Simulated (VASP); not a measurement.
K2NaAsF6, 10 atoms in the cell. The structure is tetragonal, space group I4mm (No. 107). The conventional cell has a = 6.036 Å, b = 6.036 Å, c = 8.537 Å, α = 90.00°, β = 90.00°, γ = 90.00°. Within 3.6 Å of K (site symmetry 2mm) lie 12 F at 2.67 to 3.41 Å and 2 As at 3.50 Å and 2 Na at 3.52 Å. Within 2.9 Å of Na (site symmetry 4mm) lie 6 F at 2.22 to 2.23 Å. As (site symmetry 4mm) has 6 F at 2.00 to 2.09 Å within 2.6 Å. Within 3.5 Å of F (site symmetry m) lie 1 As at 2.05 Å and 1 Na at 2.23 Å and 4 K at 2.67 to 3.41 Å and 8 F at 2.75 to 3.29 Å. Within 2.6 Å of F (site symmetry 4mm) lie 1 As at 2.00 Å and 1 Na at 2.22 Å. F (site symmetry 4mm) has 1 As at 2.09 Å and 1 Na at 2.23 Å within 2.8 Å.  This cell differs from its parent crystal: atoms displaced along a vibrational mode.

- Program: VASP 6.6.1
- Task: single point
- Functional: PBEsol
- Potentials or basis: VASP PAW PBE potentials, release 64 (K_sv, Na_pv, As, F)
- Cutoff: 520 eV
- k mesh: 6 × 6 × 6
- Occupations: gaussian, width 0.05 eV
- Spin: no spin polarisation
- Dipole correction: no
- Further INCAR settings: ALGO = Normal; EDIFF = 1e-07; NBANDS = 47

Potentials or basis: VASP PAW PBE potentials, release 64 (K_sv, Na_pv, As, F).

Launch:

```sh
$ cat potpaw_PBE.64/K_sv/POTCAR potpaw_PBE.64/Na_pv/POTCAR potpaw_PBE.64/As/POTCAR potpaw_PBE.64/F/POTCAR > POTCAR
$ mpirun -np 1 vasp_std > vasp.out
```

Hardware: 1 thread of Intel(R) Xeon(R) Platinum 8488C (Sapphire Rapids) (shared host).

Q: Estimate the wall time of this run.

A: Run time: 3.9 min on 1 thread of Intel(R) Xeon(R) Platinum 8488C (Sapphire Rapids), with other jobs on the host, peak memory 0.43 GiB. Counts: scf iterations 16, k points 30.
